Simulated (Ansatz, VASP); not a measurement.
**Two plane-wave programs on Al27H4C2O**

```
Al C O H
1.0
     8.44864    0.00000    0.00000
    -4.22432    7.31673    0.00000
     0.00000    0.00000   24.41096
Al C O H
27 2 1 4
Direct
  0.22222 0.11111 0.32772
  0.22222 0.44444 0.32772
  0.22222 0.77778 0.32772
  0.55556 0.11111 0.32772
  0.55556 0.44444 0.32772
  0.55556 0.77778 0.32772
  0.88889 0.11111 0.32772
  0.88889 0.44444 0.32772
  0.88889 0.77778 0.32772
  0.44036 0.21930 0.42501
  0.44292 0.55494 0.42536
  0.44007 0.88695 0.42503
  0.77876 0.22216 0.42588
  0.78023 0.55558 0.42559
  0.77938 0.88968 0.42502
  0.11254 0.22120 0.42598
  0.11250 0.55907 0.42669
  0.10493 0.88709 0.43337
  0.67008 0.33387 0.52202
  0.66996 0.66774 0.51960
  0.67093 0.99982 0.52233
  0.00320 0.33251 0.52346
  0.00292 0.65817 0.53979
  0.00321 0.00850 0.54139
  0.33820 0.33559 0.52217
  0.33854 0.66868 0.52284
  0.34256 0.00396 0.52254
  0.15319 0.77957 0.65495
  0.00565 0.76772 0.61688
  0.02502 0.94276 0.60870
  0.13346 0.64305 0.66349
  0.15165 0.84378 0.69410
  0.29024 0.86324 0.63684
  0.86859 0.67413 0.63414
```

Alike in both runs: task single point; functional PBE; dispersion D3(BJ); k mesh 3 × 3 × 1; occupations gaussian, width 0.1 eV; no spin polarisation.

|  | VASP | Ansatz |
| --- | --- | --- |
| version | VASP 6.6.1 | Ansatz 0.2.0 |
| potentials or method | VASP PAW PBE potentials, release 64 (Al, C, O, H), cutoff 520 eV | scalar-relativistic, plane waves, PAW |
| valence electrons in the cell | 99 | 99 |

VASP gave:

| Item | Value |
| --- | --- |
| gap on the k mesh at the Fermi level (eV) | none |
| rms of the force components (eV/Å) | 0.026 |
| work function, face that differs most (eV) | 4.12 |

Q: Which values does Ansatz return?

A: gap on the k mesh at the Fermi level (eV): none; rms of the force components (eV/Å): 0.018; work function, face that differs most (eV): 4.12.

Atom by atom the forces differ by 0.020 eV/Å (rms over components). A gap of «none» marks a metal or a gap that the smearing closes.
